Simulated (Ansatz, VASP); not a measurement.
One calculation of CoSi, two programs

The input INCAR:

```
SYSTEM = CoSi
PREC = Accurate
ENCUT = 600
EDIFF = 1E-6
ISMEAR = -1
SIGMA = 0.05
LREAL = .FALSE.
LASPH = .TRUE.
NELM = 120
ALGO = Normal
ISIF = 2
LWAVE = .FALSE.
LCHARG = .FALSE.
GGA = PE
NBANDS = 14
GGA_COMPAT = .FALSE.
```

File KPOINTS:

```
Automatic mesh
0
G
  16 16 14
  0 0 0
```

Contents of POSCAR:

```
CoSi
1.0
    3.2798285676      0.0000000000      0.0000000000
   -1.6399142838      2.8404148596      0.0000000000
    0.0000000000      0.0000000000      2.5214488919
Co Si
1 1
Direct
    0.0000000000      0.0000000000      0.0000000000
    0.3333333333      0.6666666667      0.5000000000
```

Input for Ansatz:

```yaml
crystal:
  lattice:
    - [3.2798285676, 0.0, 0.0]
    - [-1.6399142838, 2.8404148596, 0.0]
    - [0.0, 0.0, 2.5214488919]
  atoms:
    - { symbol: Co, position: [0.0, 0.0, 0.0] }
    - { symbol: Si, position: [0.3333333333, 0.6666666667, 0.5] }
kpoints:
  mp_grid: { grid: [16, 16, 14] }
scf:
  occupations: { method: fermi_dirac, width: 0.05 }
hamiltonian:
  xc: pbe
  pseudopotentials: { kind: nc }
output:
  forces: true
  stress: true
  eigenvalues: true
```

Change from the starting cell: volume scaled by 0.94, norm-conserving files.

Alike in both runs: task single point; functional PBE; k mesh 16 × 16 × 14; occupations fermi-dirac, width 0.05 eV; no spin polarisation.

|  | VASP | Ansatz |
| --- | --- | --- |
| version | VASP 6.6.1 | Ansatz 0.2.0 |
| potentials or method | VASP PAW PBE potentials, release 64 (Co, Si) | norm-conserving pseudopotentials, scalar-relativistic |
| plane-wave cutoff (eV) | 600 | 1306 |
| valence electrons in the cell | 13 | 21 |

```csv
,VASP,Ansatz,Ansatz less VASP
pressure (GPa),12.1,12.3,+0.17
"traceless stress, the component that is largest in VASP (GPa)",0.16,-0.02,-0.180
```

VASP's potentials hold 13 valence electrons a cell and Ansatz's 21, so a difference there can come from the potentials and not from the codes.
